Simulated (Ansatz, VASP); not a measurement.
**Pd: VASP beside Ansatz**

```xyz
1
Lattice="2.6129 0.0000 0.0000 0.0000 2.6129 0.0000 0.0000 0.0000 2.6129" Properties=species:S:1:pos:R:3 pbc="T T T"
Pd    0.0000    0.0000    0.0000
```

Alike in both runs: functional PBE; k mesh 13 × 13 × 13; occupations fermi-dirac, width 0.03 eV; no spin polarisation.

Ansatz relaxed the structure, and its values are those at the end. VASP's run is a single point on that final structure, the one shown.

|  | VASP | Ansatz |
| --- | --- | --- |
| version | VASP 6.6.1 | Ansatz 0.2.0 |
| potentials or method | VASP PAW PBE potentials, release 64 (Pd) | PAW with Ansatz's default frozen-core files, scalar-relativistic |
| plane-wave cutoff (eV) | 520 | 420 |
| valence electrons in the cell | 10 | 18 |

```csv
,VASP,Ansatz,Ansatz less VASP
pressure (GPa),-0.3,0.0,+0.32
```

The functional is the same, so the differences come from potentials, cutoffs and numerics. VASP's potentials hold 10 valence electrons a cell and Ansatz's 18, so a difference there can come from the potentials and not from the codes.
